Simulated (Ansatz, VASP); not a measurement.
## Mo: VASP beside Ansatz

```
Mo
1.0
    -1.58164    1.58164    1.58164
     1.58164   -1.58164    1.58164
     1.58164    1.58164   -1.58164
Mo
1
Direct
  0.00000 0.00000 0.00000
```

Alike in both runs: functional PBE; k mesh 8 × 8 × 8; occupations gaussian, width 0.1 eV; no spin polarisation.

Ansatz relaxed the structure, and its values are those at the end. VASP's run is a single point on that final structure, the one shown.

|  | VASP | Ansatz |
| --- | --- | --- |
| version | VASP 6.6.1 | Ansatz 0.2.0 |
| potentials or method | VASP PAW PBE potentials, release 64 (Mo_sv), cutoff 500 eV | scalar-relativistic, plane waves, PAW |
| valence electrons in the cell | 14 | 14 |

Ansatz gave:

```
gap on the k mesh at the Fermi level (eV) : none
pressure (GPa)                            : 0.0
```

Question: Which values does VASP return?

Answer: gap on the k mesh at the Fermi level (eV): none; pressure (GPa): 0.5.

A gap of «none» marks a metal or a gap that the smearing closes. The functional is the same, so the differences come from potentials, cutoffs and numerics.
